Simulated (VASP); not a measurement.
# Se (R-3) in VASP: single point with PBEsol

Aim: the single point of Se with PBEsol.

All numbers are computed with VASP 6.6.1; they aren't measurements. Logs are shortened: lines on timing, memory, paths and dates and some standing lists are left out, and cuts for length are marked.

## Step 1: The cell of the first run

It takes space group R-3 (No. 148, trigonal). Conventional cell: a = 10.721 Å, b = 10.721 Å, c = 4.824 Å, α = 90.00°, β = 90.00°, γ = 120.00°. Se (site symmetry 1) has 5 Se at 2.42 to 3.32 Å within 3.4 Å.

## Step 2: Single point, PBEsol (26.68 Å³/atom)

File INCAR:

```
  PREC = Accurate
  ENCUT = 520
  EDIFF = 1E-6
  ISMEAR = 0
  SIGMA = 0.02
  LREAL = False
  LASPH = True
  NELM = 80
  ALGO = Normal
  ISIF = 2
  LWAVE = False
  LCHARG = False
  GGA = PS
  NBANDS = 27
```

File KPOINTS:

```
regular mesh
0
Gamma
  6 6 6
```

File POSCAR:

```
Se
1.0
    5.3607328585      3.0950205589      1.6079807716
   -5.3607328585      3.0950205589      1.6079807716
    0.0000000000     -6.1900411178      1.6079807714
Se
6
Direct
    0.2920272467      0.1596005966      0.9001155378
    0.9001155378      0.2920272467      0.1596005966
    0.1596005966      0.9001155378      0.2920272467
    0.7079727533      0.8403994034      0.0998844622
    0.0998844622      0.7079727533      0.8403994034
    0.8403994034      0.0998844622      0.7079727533
```

Potentials or basis: VASP PAW PBE potentials, release 64 (Se).

On the command line:

```console
> cat potpaw_PBE.64/Se/POTCAR > POTCAR
> mpirun -np 1 vasp_std > vasp.out
```

OUTCAR:

```text
PREC = Accurate
   ENCUT = 520
   EDIFF = 1E-6
   ISMEAR = 0
   LREAL = False
   LASPH = True
   NELM = 80
   ISIF = 2
   GGA = PS

 ion  position               nearest neighbor table
   1  0.292  0.160  0.900-   6 2.42   5 2.42
   2  0.900  0.292  0.160-   6 2.42   4 2.42
   3  0.160  0.900  0.292-   5 2.42   4 2.42
   4  0.708  0.840  0.100-   3 2.42   2 2.42
   5  0.100  0.708  0.840-   3 2.42   1 2.42
   6  0.840  0.100  0.708-   2 2.42   1 2.42

  LATTYP: Found a trigonal (rhomboedric) cell.
 ALAT       =     6.3954836566
 COS(alpha) =    -0.4051786412

  Lattice vectors:

 A1 = (   5.3607328585,   3.0950205589,   1.6079807716)
 A2 = (  -5.3607328585,   3.0950205589,   1.6079807716)
 A3 = (   0.0000000000,  -6.1900411178,   1.6079807714)

Analysis of symmetry for initial positions (statically):
=====================================================================
 Subroutine PRICEL returns:
 Original cell was already a primitive cell.

 Routine SETGRP: Setting up the symmetry group for a
 trigonal (rhombohedral) supercell.

 Subroutine GETGRP returns: Found  6 space group operations
 (whereof  6 operations were pure point group operations)
 out of a pool of 12 trial point group operations.

The static configuration has the point symmetry S_6 .

Analysis of symmetry for dynamics (positions and initial velocities):
=====================================================================
 Subroutine PRICEL returns:
 Original cell was already a primitive cell.

 Routine SETGRP: Setting up the symmetry group for a
 trigonal (rhombohedral) supercell.

 Subroutine GETGRP returns: Found  6 space group operations
 (whereof  6 operations were pure point group operations)
 out of a pool of 12 trial point group operations.

The dynamic configuration has the point symmetry S_6 .

 Subroutine INISYM returns: Found  6 space group operations
 (whereof  6 operations are pure point group operations),
 and found     1 'primitive' translations

----------------------------------------------------------------------------------------

                                     Primitive cell

  volume of cell :     160.0736

  direct lattice vectors                    reciprocal lattice vectors
[... 89 lines left out ...]
   ISPIN  =      1    spin polarized calculation?
   LNONCOLLINEAR =      F non collinear calculations
   LSORBIT =      F    spin-orbit coupling
   LASPH  =      T    aspherical Exc in radial PAW
   ENCUT  =  520.0 eV  38.22 Ry    6.18 a.u.  11.89 11.89 11.89*2*pi/ulx,y,z
   NELM   =     80;   NELMIN=  2; NELMDL= -5     # of ELM steps
   EDIFF  = 0.1E-05   stopping-criterion for ELM
   LREAL  =      F    real-space projection
   EDIFFG = 0.1E-04   stopping-criterion for IOM
   NSW    =      0    number of steps for IOM
   IBRION =     -1    ionic relax: 0-MD 1-quasi-New 2-CG
   NFREE  =      0    steps in history (QN), initial steepest desc. (CG)
   ISIF   =      2    stress and relaxation
   ISYM   =      2    0-nonsym 1-usesym 2-fastsym
   POTIM  = 0.5000    time-step for ionic-motion
   TEBEG  =    0.0;   TEEND  =   0.0 temperature during run
   PSTRESS=    0.0 pullay stress
   NELECT =      36.0000    total number of electrons
   NUPDOWN=      -1.0000    fix difference up-down
   EMIN   =  10.00;   EMAX   =-10.00  energy-range for DOS
   EFERMI =   0.00;   METHOD = LEGACY
   ISMEAR =     0;   SIGMA  =   0.02  broadening in eV -4-tet -1-fermi 0-gaus
   EFERMI_NEDOS =   21; number of points for ismear=-14 and -15
   IALGO  =     38    algorithm
   IMIX   =      4    mixing-type and parameters
     AMIX     =   0.40;   BMIX     =  1.00
     AMIX_MAG =   1.60;   BMIX_MAG =  1.00
  volume/ion in A,a.u.               =      26.68       180.04
  Fermi-wavevector in a.u.,A,eV,Ry     =   0.995564  1.881343 13.485375  0.991147
  Thomas-Fermi vector in A             =   2.127592
   LORBIT       =      0    0 simple, 1 ext, 2 COOP (PROOUT), +10 PAW based schemes
   GGA     = PS    functional components
   LHFCALC =     F    Hartree Fock is set to
   AEXX    =    0.0000 exact exchange contribution
   IVDW    =     0    specifies the selected vdW correction
   LEPSILON=     F    determine dielectric tensor
   LRPA    =     F    only Hartree local field effects (RPA)
 non-spin polarized calculation
 Gauss-broadening in eV      SIGMA  =   0.02
  energy-cutoff  :      520.00
  volume of cell :      160.07
 maximum number of plane-waves:      4340
   NGX = 23   NGY = 23   NGZ = 23

 number of electron      36.0000000 magnetization

 Free energy of the ion-electron system (eV)
  ---------------------------------------------------
  ext. energy  EPLUGINS =         0.00000000
  ---------------------------------------------------
  free energy    TOTEN  =       -22.89830843 eV

  energy without entropy =      -22.89830843  energy(sigma->0) =      -22.89830843

 E-fermi :   2.5604     XC(G=0):  -9.1086

 val. band max:        2.4552540800   @ k =   0.5000   0.0000   0.0000
 cond. band min:       3.6047632271   @ k =  -0.3333   0.3333   0.1667
 fundamental gap:      1.1495091471
 Fermi energy:         2.5604472358

 k-point     1 :       0.0000    0.0000    0.0000
  band No.  band energies     occupation
      1     -13.1911      2.00000
      2     -11.1125      2.00000
      3     -11.1125      2.00000
      4      -9.3036      2.00000
      5      -9.3036      2.00000
      6      -8.2951      2.00000
[... 709 lines left out ...]
     26       8.2641      0.00000
     27       8.7970      0.00000

 [... further k-points ...]
[... 5 lines left out ...]
  --------------------------------------------------------------------------------------
  -------------------------------------------------------------------------------------
  Total       -0.3573281     -0.3573281     -0.4161241      0.0000007     -0.0000000      0.0000000
  in kB       -3.5764981     -3.5764981     -4.1649871      0.0000074     -0.0000000      0.0000000
  external PRESSURE =      -3.7726611 kB  Pullay stress =       0.0000000 kB

 VOLUME and BASIS-vectors are now :
 -----------------------------------------------------------------------------
  energy-cutoff  :      520.00
  volume of cell :      160.07
      direct lattice vectors                 reciprocal lattice vectors
     5.360732858  3.095020559  1.607980772     0.093270829  0.053849938  0.207299328
    -5.360732858  3.095020559  1.607980772    -0.093270829  0.053849938  0.207299328
     0.000000000 -6.190041118  1.607980771     0.000000000 -0.107699877  0.207299328

 POSITION                                       TOTAL-FORCE (eV/Angst)
 -----------------------------------------------------------------------------------
      0.70990     -4.17395      2.17358         0.007239      0.016934      0.032412
      3.25980      2.70177      2.17358        -0.018285     -0.002197      0.032412
     -3.96970      1.47218      2.17358         0.011045     -0.014736      0.032412
     -0.70990      4.17395      2.65036        -0.007239     -0.016934     -0.032412
     -3.25980     -2.70177      2.65036         0.018285      0.002197     -0.032412
      3.96970     -1.47218      2.65036        -0.011045      0.014736     -0.032412
 -----------------------------------------------------------------------------------
    total drift:                                0.000000     -0.000000     -0.000000

  FREE ENERGIE OF THE ION-ELECTRON SYSTEM (eV)
  ---------------------------------------------------
  free  energy   TOTEN  =       -22.8983084296 eV

  energy  without entropy=      -22.8983084296  energy(sigma->0) =      -22.89830843
```

stdout:

```text
POSCAR found type information on POSCAR Se
 POSCAR found :  1 types and       6 ions
 scaLAPACK will be used
 -----------------------------------------------------------------------------
|                                                                             |
|                                                                             |
|     You enforced a specific xc type in the INCAR file but a different       |
|     I HOPE YOU KNOW WHAT YOU ARE DOING!                                     |
|                                                                             |
 -----------------------------------------------------------------------------

 LDA part: xc-table for (Slater+PW92), standard interpolation
 POSCAR, INCAR and KPOINTS ok, starting setup
 FFT: planning ... GRIDC
 FFT: planning ... GRID_SOFT
 FFT: planning ... GRID
 WAVECAR not read
 entering main loop
```

It took 3.2 min on 1 thread of Oxide Virtual Turin-like, shared host; peak memory 0.34 GiB.

Results:

```
Free energy            : -22.8983 eV
Pressure               : -0.4 GPa
Largest force          : 0.037 eV/Å
Band gap on the k mesh : 1.15 eV (least direct gap 1.28 eV)
```

Forces in eV/Å, atoms in the order of the input:
```
Se   0.007  0.017  0.032
Se  -0.018 -0.002  0.032
Se   0.011 -0.015  0.032
Se  -0.007 -0.017 -0.032
Se   0.018  0.002 -0.032
Se  -0.011  0.015 -0.032
```

Levels at points of the mesh, in eV from the valence-band top:
| k point | band 14 | band 15 | band 16 | band 17 | band 18 | band 19 | band 20 | band 21 | band 22 | band 23 |
| --- | --- | --- | --- | --- | --- | --- | --- | --- | --- | --- |
| (0.00, 0.00, 0.00) | -1.33 | -0.91 | -0.91 | -0.41 | -0.41 | 2.15 | 2.15 | 2.46 | 2.73 | 2.82 |
| (0.50, 0.00, 0.00) | -1.43 | -1.18 | -0.80 | -0.23 | 0.00 | 1.71 | 1.83 | 2.70 | 2.77 | 2.91 |
| (0.50, 0.50, 0.00) | -1.72 | -1.46 | -1.37 | -1.02 | -0.01 | 1.27 | 1.68 | 2.08 | 2.70 | 3.32 |
| (0.50, 0.50, 0.50) | -1.54 | -1.54 | -1.06 | -1.06 | -0.66 | 1.62 | 1.62 | 1.79 | 3.47 | 4.13 |

Caveat: this functional lacks dispersion, which holds the molecules together, so the pressure and a relaxed volume are unreliable; the PAW data sets were made with another functional, which shifts forces and pressure a little. A k mesh can miss the band edges.
